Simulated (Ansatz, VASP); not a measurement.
## GeCN2 in VASP and in Ansatz

```xyz
4
Lattice="1.8290 1.0560 5.0185 -1.8290 1.0560 5.0185 0.0000 -2.1119 5.0185" Properties=species:S:1:pos:R:3 pbc="T T T"
Ge    0.0000    0.0000    0.0000
N     0.0000    0.0000    8.7910
N     0.0000    0.0000    6.2645
C     0.0000    0.0000    7.5277
```

Alike in both runs: task single point; functional r2SCAN; k mesh 9 × 9 × 9; occupations fermi-dirac, width 0.05 eV; no spin polarisation.

```csv
,VASP,Ansatz
version,VASP 6.6.1,Ansatz 0.2.0
potentials or method,"VASP PAW PBE potentials, release 64 (Ge_d, N, C)",Ansatz PAW
plane-wave cutoff (eV),520,500
valence electrons in the cell,28,28
```

VASP gave:

```
gap on the k mesh at the Fermi level (eV)                     : 1.34
least direct gap on the mesh (eV)                             : 2.32
pressure (GPa)                                                : -9.7
traceless stress, the component that is largest in VASP (GPa) : -9.91
rms of the force components (eV/Å)                            : 0.754
```

Estimate Ansatz's values.

gap on the k mesh at the Fermi level (eV): 1.33; least direct gap on the mesh (eV): 2.32; pressure (GPa): -9.9; traceless stress, the component that is largest in VASP (GPa): -10.78; rms of the force components (eV/Å): 0.825.

VASP's potentials were made for PBE, not for r2SCAN. Atom by atom the forces differ by 0.071 eV/Å (rms over components).

Noted on Ansatz's run: odd divisions of the mesh miss points on the zone boundary, where band edges often lie, so the gap on the mesh can be too wide.
